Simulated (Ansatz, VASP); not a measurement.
One calculation of YN, two programs

File INCAR:

```
  PREC = Accurate
  ENCUT = 600
  EDIFF = 1E-6
  ISMEAR = 0
  SIGMA = 0.01
  LREAL = False
  LASPH = True
  NELM = 120
  ALGO = Normal
  ISIF = 2
  LWAVE = False
  LCHARG = False
  GGA = PE
  NBANDS = 15
  GGA_COMPAT = False
```

File KPOINTS:

```
regular mesh
0
Gamma
  10 10 10
```

File POSCAR:

```
YN
1.0
    0.0000000000      2.4529981914      2.4529981914
    2.4529981914      0.0000000000      2.4529981914
    2.4529981914      2.4529981914      0.0000000000
Y N
1 1
Direct
    0.0000000000      0.0000000000      0.0000000000
    0.5000000000      0.5000000000      0.5000000000
```

Input for Ansatz:

```yaml
crystal:
  lattice:
    - [0.0, 2.4529981914, 2.4529981914]
    - [2.4529981914, 0.0, 2.4529981914]
    - [2.4529981914, 2.4529981914, 0.0]
  atoms:
    - { symbol: "Y", position: [0.0, 0.0, 0.0] }
    - { symbol: "N", position: [0.5, 0.5, 0.5] }
basis:
  ecutwfc: 420
kpoints:
  mp_grid: { grid: [10, 10, 10] }
  band_path:
    path:
      - [0.0, 0.0, 0.0]
      - [0.0, 0.0, 0.0]
      - [0.0, 0.0, 0.0]
      - [0.0, 0.0, 0.0]
      - [0.0, 0.0, 0.0]
      - [0.0, 0.0, 0.0]
      - [0.0, 0.0, 0.0]
      - [0.0, 0.0, 0.0]
      - [0.0, 0.0, 0.0]
      - [0.0, 0.0, 0.0]
      - [0.0, 0.0, 0.0]
      - [0.0, 0.0, 0.0]
      - [0.0, 0.0, 0.0]
      - [0.0, 0.0, 0.0]
      - [0.0, 0.0, 0.0]
      - [0.0, 0.0, 0.0]
      - [0.0, 0.0, 0.0]
      - [0.0, 0.0, 0.0]
      - [0.0, 0.0, 0.0]
      - [0.0, 0.0, 0.0]
      - [0.0, 0.0, 0.0]
      - [0.0, 0.0, 0.0]
      - [0.0, 0.0, 0.0]
      - [0.0, 0.0, 0.0]
      - [0.0, 0.0, 0.0]
      - [0.0, 0.0, 0.0]
      - [0.3, 0.3, 0.0]
      - [0.3166666667, 0.3166666667, 0.0]
      - [0.3333333333, 0.3333333333, 0.0]
      - [0.35, 0.35, 0.0]
      - [0.3666666667, 0.3666666667, 0.0]
      - [0.3833333333, 0.3833333333, 0.0]
      - [0.4, 0.4, 0.0]
      - [0.4166666667, 0.4166666667, 0.0]
      - [0.4333333333, 0.4333333333, 0.0]
      - [0.45, 0.45, 0.0]
      - [0.4666666667, 0.4666666667, 0.0]
      - [0.4833333333, 0.4833333333, 0.0]
      - [0.5, 0.5, 0.0]
      - [0.5, 0.5, 0.5]
      - [0.5, 0.5, 0.5]
      - [0.5, 0.5, 0.5]
      - [0.5, 0.5, 0.5]
      - [0.5, 0.5, 0.5]
      - [0.5, 0.5, 0.5]
      - [0.5, 0.5, 0.5]
      - [0.5, 0.5, 0.5]
      - [0.5, 0.5, 0.5]
      - [0.5, 0.5, 0.5]
      - [0.5, 0.5, 0.5]
      - [0.5, 0.5, 0.5]
      - [0.5, 0.5, 0.5]
      - [0.5, 0.5, 0.5]
      - [0.5, 0.5, 0.5]
      - [0.5, 0.5, 0.5]
      - [0.5, 0.5, 0.5]
      - [0.5, 0.5, 0.5]
      - [0.5, 0.5, 0.5]
      - [0.5, 0.5, 0.5]
      - [0.5, 0.5, 0.5]
      - [0.5, 0.5, 0.5]
      - [0.5, 0.5, 0.5]
      - [0.5, 0.5, 0.5]
      - [0.5, 0.5, 0.5]
      - [0.5, 0.5, 0.5]
    npoints: 1
hamiltonian:
  xc: pbe
scf:
  occupations: { method: gaussian, width: 0.01 }
  n_extra_bands: 5
output:
  eigenvalues: true
```

Alike in both runs: task single point; functional PBE; k mesh 10 × 10 × 10; occupations gaussian, width 0.01 eV; no spin polarisation.

|  | VASP | Ansatz |
| --- | --- | --- |
| version | VASP 6.6.1 | Ansatz 0.2.0 |
| potentials or method | VASP PAW PBE potentials, release 64 (Y_sv, N), cutoff 600 eV | scalar-relativistic, plane waves, PAW |
| valence electrons in the cell | 16 | 16 |

|  | VASP | Ansatz | Ansatz less VASP |
| --- | --- | --- | --- |
| gap on the k mesh at the Fermi level (eV) | 0.21 | 0.21 | +0.003 |
| least direct gap on the mesh (eV) | 0.60 | 0.61 | +0.004 |
